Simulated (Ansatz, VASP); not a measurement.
## One calculation of CuMoH6, two programs

```xyz
8
Lattice="0.0000 3.0976 3.0976 3.0976 0.0000 3.0976 3.0976 3.0976 0.0000" Properties=species:S:1:pos:R:3 pbc="T T T"
Cu    4.6463    4.6463    4.6463
H     1.3073    3.0976    3.0976
H     4.8878    3.0976    3.0976
H     3.0976    3.0976    1.3073
H     3.0976    3.0976    4.8878
H     3.0976    4.8878    3.0976
H     3.0976    1.3073    3.0976
Mo    3.0976    3.0976    3.0976
```

Alike in both runs: functional PBE; k mesh 6 × 6 × 6; occupations gaussian, width 0.1 eV; no spin polarisation.

Ansatz relaxed the structure, and its values are those at the end. VASP's run is a single point on that final structure, the one shown.

|  | VASP | Ansatz |
| --- | --- | --- |
| version | VASP 6.6.1 | Ansatz 0.2.0 |
| potentials or method | VASP PAW PBE potentials, release 64 (Cu, H, Mo_sv), cutoff 520 eV | scalar-relativistic, plane waves, PAW |
| valence electrons in the cell | 31 | 39 |

Ansatz gave:

| Property | Result |
| --- | --- |
| gap on the k mesh at the Fermi level (eV) | none |
| pressure (GPa) | -0.2 |
| rms of the force components (eV/Å) | 0.004 |

Question: Which values does VASP return?

Answer: gap on the k mesh at the Fermi level (eV): none; pressure (GPa): -0.1; rms of the force components (eV/Å): 0.001.

A gap of «none» marks a metal or a gap that the smearing closes. With one functional, cell and mesh, what is left measures potentials, basis and numerics. VASP's potentials hold 31 valence electrons a cell and Ansatz's 39, so a difference there can come from the potentials and not from the codes.
